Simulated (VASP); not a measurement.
# N (P-1) in VASP: single point with r2SCAN

Aim: the single point of N with r2SCAN.

All numbers are computed with VASP 6.6.1; they aren't measurements. Logs are shortened: lines on timing, memory, paths and dates and some standing lists are left out, and cuts for length are marked.

## (1) The cell of the first run

The typed cell holds 2 atoms: a = 3.629 Å, b = 3.629 Å, c = 5.890 Å, α = 90.00°, β = 90.00°, γ = 120.00°.

## (2) Single point, r2SCAN, collinear spin, ferromagnetic start (atom 1 (N) moved by (-0.200, -0.100) A along [1 1 0] and z)

File POSCAR:

```
N
1.0
    3.6290016496      0.0000000000      0.0000000000
   -1.8145008248      3.1428076190      0.0000000000
    0.0000000000      0.0000000000      5.8900000000
N
2
Direct
    0.2718643576      0.6216682533      0.2330220713
    0.6666666667      0.3333333333      0.7500000000
```

File INCAR.step1:

```
PREC = Accurate
ENCUT = 520
ISMEAR = 0
SIGMA = 0.05
LREAL = False
LASPH = True
NELM = 150
ISPIN = 2
MAGMOM = 3.2 3.2
NBANDS = 16
GGA = PE
ALGO = Normal
EDIFF = 1E-4
LWAVE = True
LCHARG = False
```

File INCAR.step2:

```
PREC = Accurate
ENCUT = 520
EDIFF = 1E-7
ISMEAR = 0
SIGMA = 0.05
LREAL = False
LASPH = True
NELM = 150
ALGO = Normal
ISIF = 2
LWAVE = False
LCHARG = False
ISPIN = 2
MAGMOM = 3.2 3.2
LORBIT = 11
METAGGA = R2SCAN
LMIXTAU = True
NBANDS = 16
ISTART = 1
```

File KPOINTS:

```
regular mesh
0
Gamma
  6 6 4
```

Potentials or basis: VASP PAW PBE potentials, release 64 (N).

Run with:

```
$ cat potpaw_PBE.64/N/POTCAR > POTCAR
$ cp INCAR.step1 INCAR
$ mpirun -np 1 vasp_std > vasp.out
$ cp INCAR.step2 INCAR
$ mpirun -np 1 vasp_std > vasp.out
```

OUTCAR:

```text
PREC = Accurate
   ENCUT = 520
   EDIFF = 1E-7
   ISMEAR = 0
   LREAL = False
   LASPH = True
   NELM = 150
   ISIF = 2
   ISPIN = 2
   LORBIT = 11
   METAGGA = R2SCAN
   ISTART = 1

 ion  position               nearest neighbor table
   1  0.272  0.622  0.233-
   2  0.667  0.333  0.750-

  LATTYP: Found a hexagonal cell.
 ALAT       =     3.6290016496
 C/A-ratio  =     1.6230359114

  Lattice vectors:

 A1 = (   3.6290016496,   0.0000000000,   0.0000000000)
 A2 = (  -1.8145008248,   3.1428076190,   0.0000000000)
 A3 = (   0.0000000000,   0.0000000000,   5.8900000000)

Analysis of symmetry for initial positions (statically):
=====================================================================
 Subroutine PRICEL returns:
 Original cell was already a primitive cell.

 Routine SETGRP: Setting up the symmetry group for a
 hexagonal supercell.

 Subroutine GETGRP returns: Found  2 space group operations
 (whereof  1 operations were pure point group operations)
 out of a pool of 24 trial point group operations.

The static configuration has the point symmetry C_1 .
 The point group associated with its full space group is S_2 .

Analysis of symmetry for dynamics (positions and initial velocities):
=====================================================================
 Subroutine PRICEL returns:
 Original cell was already a primitive cell.

 Routine SETGRP: Setting up the symmetry group for a
 hexagonal supercell.

 Subroutine GETGRP returns: Found  2 space group operations
 (whereof  1 operations were pure point group operations)
 out of a pool of 24 trial point group operations.

The dynamic configuration has the point symmetry C_1 .
 The point group associated with its full space group is S_2 .

Analysis of structural, dynamic, and magnetic symmetry:
=====================================================================
 Subroutine PRICEL returns:
 Original cell was already a primitive cell.

 Routine SETGRP: Setting up the symmetry group for a
 hexagonal supercell.

 Subroutine GETGRP returns: Found  2 space group operations
 (whereof  1 operations were pure point group operations)
 out of a pool of 24 trial point group operations.

The overall configuration has the point symmetry C_1 .
 The point group associated with its full space group is S_2 .

 Subroutine INISYM returns: Found  2 space group operations
 (whereof  1 operations are pure point group operations),
 and found     1 'primitive' translations
[... 117 lines left out ...]
  Fermi-wavevector in a.u.,A,eV,Ry     =   0.867630  1.639584 10.242227  0.752782
  Thomas-Fermi vector in A             =   1.986192
   LORBIT       =     11    0 simple, 1 ext, 2 COOP (PROOUT), +10 PAW based schemes
   METAGGA = R2SCAN    functional components
   LHFCALC =     F    Hartree Fock is set to
   AEXX    =    0.0000 exact exchange contribution
   IVDW    =     0    specifies the selected vdW correction
   LEPSILON=     F    determine dielectric tensor
   LRPA    =     F    only Hartree local field effects (RPA)
 spin polarized calculation
 Gauss-broadening in eV      SIGMA  =   0.05
  energy-cutoff  :      520.00
  volume of cell :       67.18
 maximum number of plane-waves:      1834
   NGX = 13   NGY = 13   NGZ = 21

 number of electron      10.0000000 magnetization       6.0000000

 Free energy of the ion-electron system (eV)
  ---------------------------------------------------
  ext. energy  EPLUGINS =         0.00000000
  ---------------------------------------------------
  free energy    TOTEN  =        -8.87180961 eV

  energy without entropy =       -8.87180961  energy(sigma->0) =       -8.87180961

 E-fermi :  -5.7114     XC(G=0):  -5.3196

 val. band max:       -5.9866871476   @ k =   0.0000   0.0000   0.0000
 cond. band min:      -2.0787660735   @ k =   0.0000   0.0000   0.0000
 fundamental gap:      3.9079210741
 Fermi energy:        -5.7114420234

 spin component 1

 k-point     1 :       0.0000    0.0000    0.0000
  band No.  band energies     occupation
      1     -19.2421      1.00000
      2     -18.9514      1.00000
      3      -7.2057      1.00000
      4      -6.1580      1.00000
      5      -6.1145      1.00000
      6      -6.0366      1.00000
[... 435 lines left out ...]
      5      -6.2879      1.00000
      6      -6.1844      1.00000
[... 8 lines left out ...]
     15      13.2611      0.00000
     16      13.9251      0.00000

 [... further k-points ...]

 spin component 2

 k-point     1 :       0.0000    0.0000    0.0000
  band No.  band energies     occupation
      1     -13.2839      1.00000
      2     -12.7763      1.00000
      3      -2.0788      0.00000
      4      -0.1028      0.00000
      5      -0.0334      0.00000
      6       0.0954      0.00000
[... 435 lines left out ...]
      5      -0.3845      0.00000
      6      -0.1616      0.00000
[... 8 lines left out ...]
     15      15.8848      0.00000
     16      16.4742      0.00000

 [... further k-points ...]

------------------------ aborting loop because EDIFF is reached ----------------------------------------

  FORCE on cell =-STRESS in cart. coord.  units (eV):
  Direction    XX          YY          ZZ          XY          YZ          ZX
  --------------------------------------------------------------------------------------
  -------------------------------------------------------------------------------------
  Total        0.0768969      0.0564850      0.0907038      0.0097947      0.0059013      0.0076201
  in kB        1.8339987      1.3471722      2.1632952      0.2336045      0.1407466      0.1817394
  external PRESSURE =       1.7814887 kB  Pullay stress =       0.0000000 kB

 VOLUME and BASIS-vectors are now :
 -----------------------------------------------------------------------------
  energy-cutoff  :      520.00
  volume of cell :       67.18
      direct lattice vectors                 reciprocal lattice vectors
     3.629001650  0.000000000  0.000000000     0.275557880  0.159093416  0.000000000
    -1.814500825  3.142807619  0.000000000     0.000000000  0.318186832  0.000000000
     0.000000000  0.000000000  5.890000000     0.000000000  0.000000000  0.169779287

 POSITION                                       TOTAL-FORCE (eV/Angst)
 -----------------------------------------------------------------------------------
     -0.14142      1.95378      1.37250         0.009314      0.007169      0.024196
      1.81450      1.04760      4.41750        -0.009314     -0.007169     -0.024196
 -----------------------------------------------------------------------------------
    total drift:                               -0.000009      0.000005     -0.000007

  FREE ENERGIE OF THE ION-ELECTRON SYSTEM (eV)
  ---------------------------------------------------
  free  energy   TOTEN  =        -8.8718096078 eV

  energy  without entropy=       -8.8718096078  energy(sigma->0) =       -8.87180961

 total charge

# of ion       s       p       d       tot
------------------------------------------
    1        1.359   1.940   0.000   3.299
    2        1.359   1.940   0.000   3.299
--------------------------------------------------
tot          2.718   3.880   0.000   6.598

 magnetization (x)

# of ion       s       p       d       tot
------------------------------------------
    1        0.050   1.940   0.000   1.990
    2        0.050   1.940   0.000   1.990
--------------------------------------------------
tot          0.101   3.880   0.000   3.981
```

It took 5.3 min on 1 thread of AMD EPYC 9R45 (Zen 5), shared host; peak memory 0.26 GiB.

What came out:

```
Free energy                                           : -8.8718 eV
Pressure                                              : 0.2 GPa
Largest force                                         : 0.027 eV/Å
Band gap on the k mesh                                : 3.91 eV
Net moment                                            : 6.00 μB per cell
Site moments                                          : N +1.99 μB
Valence electrons inside the program's atomic spheres : N 3.30
```

Forces on the atoms (eV/Å):
```
N    0.009  0.007  0.024
N   -0.009 -0.007 -0.024
```

Caveat: the cell differs from its parent crystal (atom 1 (N) moved by (-0.200, -0.100) A along [1 1 0] and z); the nearest neighbours stand farther apart than a usual bond; the PAW data sets were made with another functional, which shifts forces and pressure a little. A k mesh can miss the band edges.
